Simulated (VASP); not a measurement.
A run of VASP 6.6.1 is set up as follows.

File INCAR:

```
  PREC = Accurate
  ENCUT = 520
  EDIFF = 1E-6
  ISMEAR = 0
  SIGMA = 0.03
  LREAL = F
  LASPH = T
  NELM = 100
  ALGO = Normal
  ISIF = 2
  LWAVE = F
  LCHARG = T
  LDIPOL = T
  IDIPOL = 3
  DIPOL = 0.5 0.5 0.500
  GGA = PE
  IVDW = 12
  LELF = T
  LVHAR = T
  LVACPOTAV = T
  NBANDS = 81
```

The input KPOINTS:

```
Automatic mesh
0
Gamma
  6 6 1
```

The input POSCAR:

```
Ge
1.0
    4.0302856940      0.0000000000      0.0000000000
    0.0000000000      4.0302856940      0.0000000000
    0.0000000000      0.0000000000     26.8242906042
Ge
10
Direct
    0.0000000000      0.0000000000      0.2571119609
    0.0000000000      0.5000000000      0.3130669521
    0.5000000000      0.5000000000      0.3664342224
    0.5000000000      1.0000000000      0.4199331840
    0.0000000000      0.0000000000      0.4730403083
    0.0000000000      0.5000000000      0.5269596893
    0.5000000000      0.5000000000      0.5800668164
    0.5000000000      0.0000000000      0.6335657797
    0.0000000000      0.0000000000      0.6869330493
    1.0000000000      0.5000000000      0.7428880375
```

Potentials or basis: VASP PAW PBE potentials, release 64 (Ge_d).

Command:

```bash
$ cat potpaw_PBE.64/Ge_d/POTCAR > POTCAR
$ mpirun -np 1 vasp_std > vasp.out
```

Predict the largest force.

0.010 eV/Å.

What does it give for the dispersion energy per atom?

-0.256 eV.

What does it give for the band gap on the k mesh?

Zero (band 70 reaches 0.46 eV, above the bottom of band 71 at -0.42 eV).

Forces in eV/Å, atoms in the order of the input:
```
Ge   0.000  0.000 -0.010
Ge   0.000  0.000  0.007
Ge   0.000  0.000  0.001
Ge   0.000  0.000  0.000
Ge   0.000  0.000  0.001
Ge   0.000  0.000 -0.001
Ge   0.000  0.000  0.000
Ge   0.000  0.000 -0.001
Ge   0.000  0.000 -0.007
Ge   0.000  0.000  0.010
```
